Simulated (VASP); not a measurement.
Input of a VASP 6.6.1 run:

File POSCAR:

```
SnTe
1.0
    5.3967552076      0.0000000001      0.0000000000
   -2.6983776038      4.6737271077      0.0000000000
    0.0000000000      0.0000000000      6.4878041586
Sn Te
2 2
Direct
    0.3333333333      0.6666666667     -0.0459806339
    0.6666666667      0.3333333333      0.4540193661
    0.3333333333      0.6666666667      0.4209806339
    0.6666666667      0.3333333333      0.9209806339
```

File INCAR.step1:

```
ALGO     = Normal         # electronic algorithm
EDIFF    = 1E-4           # SCF threshold, eV
ENCUT    = 520            # plane-wave cutoff, eV
GGA      = PE             # functional
ISMEAR   = 0              # smearing method
LASPH    = T              # aspherical terms in the spheres
LCHARG   = F              # write CHGCAR
LREAL    = F              # projectors in reciprocal space
LWAVE    = T              # write WAVECAR
NBANDS   = 28             # bands
NELM     = 80             # most SCF steps
PREC     = Accurate       # precision mode
SIGMA    = 0.01           # smearing width, eV
```

INCAR.step2

```
ALGO     = Normal         # electronic algorithm
EDIFF    = 1E-7           # SCF threshold, eV
ENCUT    = 520            # plane-wave cutoff, eV
ISIF     = 2              # what is computed and relaxed
ISMEAR   = 0              # smearing method
ISTART   = 1            
LASPH    = T              # aspherical terms in the spheres
LCHARG   = F              # write CHGCAR
LMIXTAU  = T            
LREAL    = F              # projectors in reciprocal space
LWAVE    = F              # write WAVECAR
METAGGA  = R2SCAN         # meta-GGA
NBANDS   = 28             # bands
NELM     = 80             # most SCF steps
PREC     = Accurate       # precision mode
SIGMA    = 0.01           # smearing width, eV
```

KPOINTS

```
k-points
0
Gamma
  6 6 4
```

Potentials or basis: VASP PAW PBE potentials, release 64 (Sn_d, Te).

Command:

```bash
$ cat potpaw_PBE.64/Sn_d/POTCAR potpaw_PBE.64/Te/POTCAR > POTCAR
$ cp INCAR.step1 INCAR
$ mpirun -np 1 vasp_std > vasp.out
$ cp INCAR.step2 INCAR
$ mpirun -np 1 vasp_std > vasp.out
```

Problem. What does it give for the pressure?

Solution. 0.0 GPa.

Problem. Estimate the largest force.

Solution. 0.008 eV/Å.

Forces in eV/Å, atoms in the order of the input:
```
Sn   0.000  0.000 -0.008
Sn   0.000  0.000 -0.008
Te   0.000  0.000  0.008
Te   0.000  0.000  0.008
```

Caveat: the PAW data sets were made with another functional, which shifts forces and pressure a little.
